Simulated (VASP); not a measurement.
**ZnCu: single point with PBE**

The system is ZnCu.

```
Zn Cu
1.0
     2.86552   -0.18280   -0.18280
    -0.18280    2.86552   -0.18280
    -0.18280   -0.18280    2.86552
Zn Cu
1 1
Direct
  0.50000 0.50000 0.50000
  0.00000 0.00000 0.00000
```

```json
{
  "Program": "VASP 6.6.1",
  "Task": "single point",
  "Functional": "PBE",
  "Potentials or basis": "VASP PAW PBE potentials, release 64 (Zn, Cu)",
  "Cutoff": "520 eV",
  "k mesh": "16 × 16 × 16",
  "Occupations": "gaussian, width 0.15 eV",
  "Spin": "no spin polarisation",
  "Dipole correction": "no",
  "Further INCAR settings": "ALGO = Fast; EDIFF = 1e-07; NBANDS = 18"
}
```

The pressure is 29.3 GPa.

Stress tensor (GPa, compression positive):
```
29.30 26.71 26.71
26.71 29.30 26.71
26.71 26.71 29.30
```

Levels at points of the mesh, in eV from the Fermi level:
```tsv
k point	band 7	band 8	band 9	band 10	band 11	band 12	band 13	band 14	band 15	band 16
(0.00, 0.00, 0.00)	-3.94	-3.94	-3.12	-3.12	-3.05	5.91	7.27	7.27	12.05	12.05
(0.50, 0.00, 0.00)	-5.42	-4.28	-4.04	-3.57	-3.25	-2.28	11.32	11.51	11.54	11.55
(0.50, 0.50, 0.00)	-3.80	-3.29	-3.19	-3.17	-2.87	-1.10	0.84	4.03	12.30	14.91
(0.50, 0.50, 0.50)	-5.01	-4.85	-2.89	-2.89	2.70	3.62	3.62	3.99	3.99	4.18
```

Run time: 120 s on 1 thread of Intel Xeon 6975P-C, on a shared host, peak memory 0.29 GiB.
